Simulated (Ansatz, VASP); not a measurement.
## One calculation of SiC, two programs

File POSCAR:

```
SiC
1.0
    0.0000000000      2.1780523510      2.0909302570
    2.1780523510      0.0000000000      2.0909302570
    2.1780523510      2.1780523510      0.0000000000
Si C
1 1
Direct
    0.0000000000      0.0000000000      0.0000000000
    0.2500000000      0.2500000000      0.2500000000
```

Contents of INCAR.step1:

```
SYSTEM = SiC
  PREC = Accurate
  ENCUT = 520
  EDIFF = 1E-5
  ISMEAR = 0
  SIGMA = 0.01
  LREAL = .FALSE.
  LASPH = .TRUE.
  NELM = 80
  ALGO = Normal
  ISIF = 2
  LWAVE = .TRUE.
  LCHARG = .FALSE.
  NBANDS = 11
  GGA = PE
```

Contents of INCAR.step2:

```
SYSTEM = SiC
  PREC = Accurate
  ENCUT = 520
  EDIFF = 1E-6
  ISMEAR = 0
  SIGMA = 0.01
  LREAL = .FALSE.
  LASPH = .TRUE.
  NELM = 80
  ALGO = Normal
  ISIF = 2
  LWAVE = .FALSE.
  LCHARG = .FALSE.
  GGA = PE
  LHFCALC = .TRUE.
  HFSCREEN = 0.2079
  PRECFOCK = Normal
  NBANDS = 11
  ISTART = 1
```

The input KPOINTS:

```
Automatic mesh
0
G
  8 8 8
  0 0 0
```

Input for Ansatz:

```yaml
crystal:
  lattice:
    - [0.0, 2.178052351, 2.090930257]
    - [2.178052351, 0.0, 2.090930257]
    - [2.178052351, 2.178052351, 0.0]
  atoms:
    - { symbol: Si, position: [0.0, 0.0, 0.0] }
    - { symbol: C, position: [0.25, 0.25, 0.25] }
kpoints:
  mp_grid: { grid: [8, 8, 8] }
  band_path:
    path:
      - [0.0, 0.0, 0.0]
      - [-0.5, -0.5, 0.0]
      - [-0.375, -0.375, 0.25]
      - [-0.375, 0.0, 0.375]
      - [0.0, 0.0, 0.5]
      - [-0.5, -0.25, 0.25]
    npoints: 1
hamiltonian:
  xc: hse06
scf:
  occupations: { method: fixed }
  n_extra_bands: 4
output:
  forces: true
  stress: true
  eigenvalues: true
  write_density: true
  write_potential: true
  elf: true
  volumetric_format: npy
```

Change from the starting cell: uniaxial_z strain -4.0%.

Alike in both runs: task single point; functional HSE06; k mesh 8 × 8 × 8; no spin polarisation.

|  | VASP | Ansatz |
| --- | --- | --- |
| version | VASP 6.6.1 | Ansatz 0.2.0 |
| potentials or method | VASP PAW PBE potentials, release 64 (Si, C) | plane waves, PAW |
| plane-wave cutoff (eV) | 520 | 420 |
| occupations | gaussian, width 0.01 eV | fixed |
| valence electrons in the cell | 8 | 8 |

Ansatz gave:

* gap on the k mesh at the Fermi level (eV): 1.76
* pressure (GPa): 8.8
* traceless stress, the component that is largest in VASP (GPa): 6.87

Q: Which values does VASP return?

A: gap on the k mesh at the Fermi level (eV): 1.77; pressure (GPa): 8.3; traceless stress, the component that is largest in VASP (GPa): 6.92.

Ansatz's warnings: stress exchange threshold loose, stress scf threshold loose.
